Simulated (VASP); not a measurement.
# Rb16HCl16 (a cell with a defect) in VASP: single point with PBEsol

Aim: the single point of Rb16HCl16 (a cell with a defect) with PBEsol.

Program: VASP 6.6.1. These are calculated values, not measurements. Logs are shortened: lines on timing, memory, paths and dates and some standing lists are left out, and cuts for length are marked.

## Step 1: The cell of the first run

The cell holds a defect, 33 atoms: a = 11.328 Å, b = 11.328 Å, c = 11.328 Å, α = 109.47°, β = 109.47°, γ = 109.47°.

## Step 2: Single point, PBEsol (with an interstitial atom, then relaxed in part)

Contents of INCAR:

```
  ALGO = Normal
  EDIFF = 1E-6
  ENCUT = 400
  GGA = PS
  GGA_COMPAT = False
  ISIF = 2
  ISMEAR = 0
  LASPH = True
  LCHARG = False
  LREAL = Auto
  LWAVE = False
  NBANDS = 150
  NELECT = 258.0
  NELM = 120
  PREC = Accurate
  SIGMA = 0.01
```

Contents of KPOINTS:

```
Automatic mesh
0
Gamma
  2 2 2
  0.5 0.5 0.5
```

Contents of POSCAR:

```
Rb16HCl16
1.0
   -6.5402946450      6.5402946450     -6.5402946450
    6.5402946450     -6.5402946450     -6.5402946450
   -6.5402946450     -6.5402946450      6.5402946450
Rb Cl H
16 16 1
Direct
    0.4924889471      0.2413213330      0.2413213330
    0.2413213330      0.2413213330      0.4924889471
    0.0011676141      0.2586786670      0.7500000000
    0.7500000000      0.0011676141      0.2586786670
    0.7500000000      0.2586786670      0.0011676141
    0.4988323859      0.0075110529      0.4988323859
    0.2586786670      0.0011676141      0.7500000000
    0.0011676141      0.7500000000      0.2586786670
    0.9775027838      0.9775027838      0.9775027838
    0.7500000000      0.7500000000      0.5224972162
    0.5224972162      0.7500000000      0.7500000000
    0.2413213330      0.4924889471      0.2413213330
    0.2586786670      0.7500000000      0.0011676141
    0.0075110529      0.4988323859      0.4988323859
    0.7500000000      0.5224972162      0.7500000000
    0.4988323859      0.4988323859      0.0075110529
    0.7500000000      0.2566057160      0.4985840188
    0.4985840188      0.2566057160      0.7500000000
    0.2433942840      0.2433942840     -0.0080216973
    0.0014159812      0.0014159812      0.5080216973
   -0.0080216973      0.2433942840      0.2433942840
    0.7500000000      0.0323369037      0.7500000000
    0.5080216973      0.0014159812      0.0014159812
    0.2566057160      0.7500000000      0.4985840188
    0.2433942840     -0.0080216973      0.2433942840
    0.0323369037      0.7500000000      0.7500000000
    0.7500000000      0.7500000000      0.0323369037
    0.4676630963      0.4676630963      0.4676630963
    0.4985840188      0.7500000000      0.2566057160
    0.2566057160      0.4985840188      0.7500000000
    0.0014159812      0.5080216973      0.0014159812
    0.7500000000      0.4985840188      0.2566057160
    0.7500000000      0.7500000000      0.7500000000
```

Potentials or basis: VASP PAW PBE potentials, release 64 (Rb_sv, Cl, H).

On the command line:

```
> cat potpaw_PBE.64/Rb_sv/POTCAR potpaw_PBE.64/Cl/POTCAR potpaw_PBE.64/H/POTCAR > POTCAR
> mpirun -np 1 vasp_std > vasp.out
```

OUTCAR:

```text
EDIFF = 1E-6
   ENCUT = 400
   GGA = PS
   ISIF = 2
   ISMEAR = 0
   LASPH = True
   LREAL = Auto
   NELECT = 258.0
   NELM = 120
   PREC = Accurate

 ion  position               nearest neighbor table
   1  0.492  0.241  0.241-  28 3.13  23 3.24  17 3.27  32 3.27  19 3.27  25 3.27   6 4.55  16 4.55
                            13 4.55   7 4.55   4 4.61   5 4.61   2 4.65  12 4.65  10 4.71  15 4.71
   2  0.241  0.241  0.492-  28 3.13  20 3.24  18 3.27  30 3.27  21 3.27  25 3.27   8 4.55  14 4.55
                             4 4.55   6 4.55   3 4.61   7 4.61  12 4.65   1 4.65  15 4.71  11 4.71
   3  0.001  0.259  0.750-  22 3.13  30 3.24  19 3.27  20 3.27  17 3.27  31 3.27  13 4.55  14 4.55
                             4 4.55  12 4.55   2 4.61  16 4.61   5 4.65   6 4.65  10 4.71   9 4.71
   4  0.750  0.001  0.259-  27 3.13  17 3.24  21 3.27  23 3.27  29 3.27  20 3.27   6 4.55  13 4.55
                             2 4.55   3 4.55   1 4.61  14 4.61   8 4.65  16 4.65  11 4.71   9 4.71
   5  0.750  0.259  0.001-  22 3.13  32 3.24  21 3.27  23 3.27  18 3.27  31 3.27  12 4.55  16 4.55
                             7 4.55   8 4.55  14 4.61   1 4.61   3 4.65   6 4.65   9 4.71  11 4.71
   6  0.499  0.008  0.499-  22 3.13  25 3.24  24 3.27  29 3.27  17 3.27  18 3.27   1 4.55   2 4.55
                             4 4.55   7 4.55   8 4.61  13 4.61   3 4.65   5 4.65  10 4.71  11 4.71
   7  0.259  0.001  0.750-  26 3.13  18 3.24  19 3.27  20 3.27  24 3.27  23 3.27   6 4.55   8 4.55
                             1 4.55   5 4.55   2 4.61  16 4.61  13 4.65  14 4.65   9 4.71  10 4.71
   8  0.001  0.750  0.259-  27 3.13  24 3.24  25 3.27  31 3.27  32 3.27  20 3.27   7 4.55  14 4.55
                             2 4.55   5 4.55  12 4.61   6 4.61   4 4.65  16 4.65  15 4.71   9 4.71
   9  0.978  0.978  0.978-  33 2.58  26 3.37  27 3.37  22 3.37  19 3.39  25 3.39  21 3.39  11 4.21
[... 16 lines left out ...]
  18  0.499  0.257  0.750-   7 3.24   2 3.27  16 3.27   5 3.27   6 3.27  15 3.39
  19  0.243  0.243  0.992-  16 3.24   7 3.27   3 3.27  12 3.27   1 3.27   9 3.39
  20  0.001  0.001  0.508-   2 3.24   3 3.27   7 3.27   4 3.27   8 3.27  10 3.39
  21  0.992  0.243  0.243-  14 3.24   5 3.27   4 3.27  12 3.27   2 3.27   9 3.39
  22  0.750  0.032  0.750-   3 3.13   5 3.13   6 3.13   9 3.37  10 3.37  11 3.37
[... 8 lines left out ...]
  31  0.001  0.508  0.001-  12 3.24   8 3.27  13 3.27   5 3.27   3 3.27  15 3.39
  32  0.750  0.499  0.257-   5 3.24   1 3.27  14 3.27   8 3.27  16 3.27  10 3.39
  33  0.750  0.750  0.750-   9 2.58  10 2.58  11 2.58  15 2.58

  LATTYP: Found a body centered cubic cell.
 ALAT       =    13.0805892900

  Lattice vectors:

 A1 = (  -6.5402946450,   6.5402946450,  -6.5402946450)
 A2 = (   6.5402946450,  -6.5402946450,  -6.5402946450)
 A3 = (  -6.5402946450,  -6.5402946450,   6.5402946450)

Analysis of symmetry for initial positions (statically):
=====================================================================
 Subroutine PRICEL returns:
 Original cell was already a primitive cell.

 Routine SETGRP: Setting up the symmetry group for a
 body centered cubic supercell.

 Subroutine GETGRP returns: Found 24 space group operations
 (whereof  6 operations were pure point group operations)
 out of a pool of 48 trial point group operations.

The static configuration has the point symmetry C_3v.
 The point group associated with its full space group is T_d .

Analysis of symmetry for dynamics (positions and initial velocities):
=====================================================================
 Subroutine PRICEL returns:
 Original cell was already a primitive cell.

 Routine SETGRP: Setting up the symmetry group for a
 body centered cubic supercell.

 Subroutine GETGRP returns: Found 24 space group operations
 (whereof  6 operations were pure point group operations)
 out of a pool of 48 trial point group operations.

The dynamic configuration has the point symmetry C_3v.
 The point group associated with its full space group is T_d .

 Subroutine INISYM returns: Found 24 space group operations
 (whereof  6 operations are pure point group operations),
 and found     1 'primitive' translations

----------------------------------------------------------------------------------------

                                     Primitive cell

  volume of cell :    1119.0563

  direct lattice vectors                    reciprocal lattice vectors
    -6.540294645  6.540294645 -6.540294645    -0.076449155  0.000000000 -0.076449155
     6.540294645 -6.540294645 -6.540294645     0.000000000 -0.076449155 -0.076449155
    -6.540294645 -6.540294645  6.540294645    -0.076449155 -0.076449155  0.000000000

  length of vectors
    11.328122622 11.328122622 11.328122622     0.108115432  0.108115432  0.108115432

  position of ions in fractional coordinates (direct lattice)
     0.492488947  0.241321333  0.241321333
     0.241321333  0.241321333  0.492488947
     0.001167614  0.258678667  0.750000000
     0.750000000  0.001167614  0.258678667
     0.750000000  0.258678667  0.001167614
     0.498832386  0.007511053  0.498832386
[... 25 lines left out ...]
     0.750000000  0.498584019  0.256605716
     0.750000000  0.750000000  0.750000000

  ion indices of the primitive-cell ions
   primitive index   ion index
                 1           1
                 2           2
                 3           3
                 4           4
                 5           5
                 6           6
[... 25 lines left out ...]
                32          32
                33          33

----------------------------------------------------------------------------------------

 KPOINTS: Automatic mesh

Automatic generation of k-mesh.
 Grid dimensions read from file:
 generate k-points for:    2    2    2

 Generating k-lattice:

  Cartesian coordinates                     Fractional coordinates (reciprocal lattice)
    -0.038224578  0.000000000 -0.038224578     0.500000000  0.000000000  0.000000000
     0.000000000 -0.038224578 -0.038224578     0.000000000  0.500000000  0.000000000
    -0.038224578 -0.038224578  0.000000000     0.000000000  0.000000000  0.500000000

  Length of vectors
     0.054057716  0.054057716  0.054057716

  Shift w.r.t. Gamma in fractional coordinates (k-lattice)
     0.500000000  0.500000000  0.500000000

 Subroutine IBZKPT returns following result:
 ===========================================

 Found      2 irreducible k-points:

 Following reciprocal coordinates:
            Coordinates               Weight
  0.250000  0.250000  0.250000      2.000000
 -0.250000  0.250000  0.250000      6.000000
   k-points           NKPTS =      2   k-points in BZ     NKDIM =      2   number of bands    NBANDS=    150
   number of dos      NEDOS =    301   number of ions     NIONS =     33
   total plane-waves  NPLWV = 512000
   dimension x,y,z NGX =    80 NGY =   80 NGZ =   80
   dimension x,y,z NGXF=   160 NGYF=  160 NGZF=  160
   ions per type =              16  16   1
   NGX,Y,Z   is equivalent  to a cutoff of  11.74, 11.74, 11.74 a.u.
   NGXF,Y,Z  is equivalent  to a cutoff of  23.48, 23.48, 23.48 a.u.
 SYSTEM =  unknown system
   PREC   = accura    normal or accurate (medium, high low for compatibility)
   ISTART =      0    job   : 0-new  1-cont  2-samecut
   ICHARG =      2    charge: 1-file 2-atom 10-const
   ISPIN  =      1    spin polarized calculation?
   LNONCOLLINEAR =      F non collinear calculations
   LSORBIT =      F    spin-orbit coupling
   LASPH  =      T    aspherical Exc in radial PAW
   ENCUT  =  400.0 eV  29.40 Ry    5.42 a.u.  18.47 18.47 18.47*2*pi/ulx,y,z
   NELM   =    120;   NELMIN=  2; NELMDL= -5     # of ELM steps
   EDIFF  = 0.1E-05   stopping-criterion for ELM
   LREAL  =      T    real-space projection
   EDIFFG = 0.1E-04   stopping-criterion for IOM
   NSW    =      0    number of steps for IOM
   IBRION =     -1    ionic relax: 0-MD 1-quasi-New 2-CG
   NFREE  =      0    steps in history (QN), initial steepest desc. (CG)
   ISIF   =      2    stress and relaxation
   ISYM   =      2    0-nonsym 1-usesym 2-fastsym
   POTIM  = 0.5000    time-step for ionic-motion
   TEBEG  =    0.0;   TEEND  =   0.0 temperature during run
   PSTRESS=    0.0 pullay stress
   NELECT =     258.0000    total number of electrons
   NUPDOWN=      -1.0000    fix difference up-down
   EMIN   =  10.00;   EMAX   =-10.00  energy-range for DOS
   EFERMI =   0.00;   METHOD = LEGACY
   ISMEAR =     0;   SIGMA  =   0.01  broadening in eV -4-tet -1-fermi 0-gaus
   EFERMI_NEDOS =   21; number of points for ismear=-14 and -15
   IALGO  =     38    algorithm
   IMIX   =      4    mixing-type and parameters
     AMIX     =   0.40;   BMIX     =  1.00
     AMIX_MAG =   1.60;   BMIX_MAG =  1.00
  volume/ion in A,a.u.               =      33.91       228.84
  Fermi-wavevector in a.u.,A,eV,Ry     =   1.003839  1.896981 13.710494  1.007693
  Thomas-Fermi vector in A             =   2.136417
   LORBIT       =      0    0 simple, 1 ext, 2 COOP (PROOUT), +10 PAW based schemes
   GGA     = PS    functional components
   LHFCALC =     F    Hartree Fock is set to
   AEXX    =    0.0000 exact exchange contribution
   IVDW    =     0    specifies the selected vdW correction
   LEPSILON=     F    determine dielectric tensor
   LRPA    =     F    only Hartree local field effects (RPA)
 non-spin polarized calculation
 Gauss-broadening in eV      SIGMA  =   0.01
  energy-cutoff  :      400.00
  volume of cell :     1119.06
 maximum number of plane-waves:     20400
 NGX is ok and might be reduce to    80
   NGX = 37   NGY = 37   NGZ = 37

 number of electron     257.9999964 magnetization

 Free energy of the ion-electron system (eV)
  ---------------------------------------------------
  ext. energy  EPLUGINS =         0.00000000
  ---------------------------------------------------
  free energy    TOTEN  =      -110.45974160 eV

  energy without entropy =     -110.45974160  energy(sigma->0) =     -110.45974160

 E-fermi :   1.2130     XC(G=0):  -7.6700

 val. band max:        1.1518949583   @ k =   0.2500   0.2500   0.2500
 cond. band min:       3.4972401672   @ k =  -0.2500   0.2500   0.2500
 fundamental gap:      2.3453452090
 Fermi energy:         1.2129615932

 k-point     1 :       0.2500    0.2500    0.2500
  band No.  band energies     occupation
      1     -25.7840      2.00000
      2     -25.7840      2.00000
      3     -25.7840      2.00000
      4     -25.7769      2.00000
      5     -25.7734      2.00000
      6     -25.7734      2.00000
[... 133 lines left out ...]
    140       5.1121      0.00000
    141       5.1121      0.00000

 k-point     2 :      -0.2500    0.2500    0.2500
  band No.  band energies     occupation
      1     -25.7878      2.00000
      2     -25.7804      2.00000
      3     -25.7792      2.00000
      4     -25.7792      2.00000
      5     -25.7764      2.00000
      6     -25.7750      2.00000
[... 133 lines left out ...]
    140       5.1831      0.00000
    141       5.2832      0.00000
 [bands above 141 left out]

------------------------ aborting loop because EDIFF is reached ----------------------------------------

  FORCE on cell =-STRESS in cart. coord.  units (eV):
  Direction    XX          YY          ZZ          XY          YZ          ZX
  --------------------------------------------------------------------------------------
  -------------------------------------------------------------------------------------
  Total        6.4589030      6.4589030      6.4589030      0.0000000      0.0000000     -0.0000000
  in kB        9.2473524      9.2473524      9.2473524      0.0000000      0.0000000     -0.0000000
  external PRESSURE =       9.2473524 kB  Pullay stress =       0.0000000 kB

 VOLUME and BASIS-vectors are now :
 -----------------------------------------------------------------------------
  energy-cutoff  :      400.00
  volume of cell :     1119.06
      direct lattice vectors                 reciprocal lattice vectors
    -6.540294645  6.540294645 -6.540294645    -0.076449155  0.000000000 -0.076449155
     6.540294645 -6.540294645 -6.540294645     0.000000000 -0.076449155 -0.076449155
    -6.540294645 -6.540294645  6.540294645    -0.076449155 -0.076449155  0.000000000

 POSITION                                       TOTAL-FORCE (eV/Angst)
 -----------------------------------------------------------------------------------
     -3.22102      0.06440     -3.22102        -0.002232      0.004504     -0.002232
     -3.22102     -3.22102      0.06440        -0.002232     -0.002232      0.004504
     -3.22102     -6.58942      3.20575        -0.002232      0.002232     -0.004504
     -6.58942      3.20575     -3.22102         0.002232     -0.004504     -0.002232
     -3.22102      3.20575     -6.58942        -0.002232     -0.004504      0.002232
     -6.47590     -0.04912     -0.04912         0.004504      0.002232      0.002232
[... 25 lines left out ...]
     -3.32261     -0.03394     -6.48783        -0.002423     -0.001923      0.002423
     -4.90522     -4.90522     -4.90522         0.000000     -0.000000     -0.000000
 -----------------------------------------------------------------------------------
    total drift:                               -0.000001     -0.000001     -0.000001

  FREE ENERGIE OF THE ION-ELECTRON SYSTEM (eV)
  ---------------------------------------------------
  free  energy   TOTEN  =      -110.4597415991 eV

  energy  without entropy=     -110.4597415991  energy(sigma->0) =     -110.45974160
```

Run time: 5.1 min. Hardware: 1 thread of Intel Xeon 6975P-C (Granite Rapids), shared host; peak memory 0.99 GiB.

What came out:

| Property | Result |
| --- | --- |
| Free energy | -110.4597 eV |
| Largest force | 0.032 eV/Å |

Forces on the atoms (eV/Å):
```
Rb  -0.002  0.005 -0.002
Rb  -0.002 -0.002  0.005
Rb  -0.002  0.002 -0.005
Rb   0.002 -0.005 -0.002
Rb  -0.002 -0.005  0.002
Rb   0.005  0.002  0.002
Rb   0.002 -0.002 -0.005
Rb  -0.005  0.002 -0.002
Rb  -0.018 -0.018 -0.018
Rb   0.018  0.018 -0.018
Rb   0.018 -0.018  0.018
Rb   0.005 -0.002 -0.002
Rb  -0.005 -0.002  0.002
Rb   0.002  0.005  0.002
Rb  -0.018  0.018  0.018
Rb   0.002  0.002  0.005
Cl   0.002 -0.002 -0.002
Cl   0.002 -0.002 -0.002
Cl   0.002  0.002  0.002
Cl  -0.002 -0.002  0.002
Cl   0.002  0.002  0.002
Cl   0.006 -0.006 -0.006
Cl  -0.002  0.002 -0.002
Cl  -0.002  0.002 -0.002
Cl   0.002  0.002  0.002
Cl  -0.006  0.006 -0.006
Cl  -0.006 -0.006  0.006
Cl   0.006  0.006  0.006
Cl  -0.002 -0.002  0.002
Cl  -0.002  0.002 -0.002
Cl   0.002 -0.002 -0.002
Cl  -0.002 -0.002  0.002
H    0.000  0.000  0.000
```

Levels at points of the mesh, in eV from the Fermi level:
```
           k point  band 127  band 128  band 129  band 130  band 131  band 132
(0.25, 0.25, 0.25)     -3.16     -3.16     -0.06      3.02      3.02      3.02
```

Caveat: the cell carries a net charge on a neutralising background, which shifts energy and pressure; the cell differs from its parent crystal (with an interstitial atom, then relaxed in part); the cell is charged against a uniform background, so pressure and absolute levels hang on convention; the PAW data sets were made with another functional, which shifts forces and pressure a little.
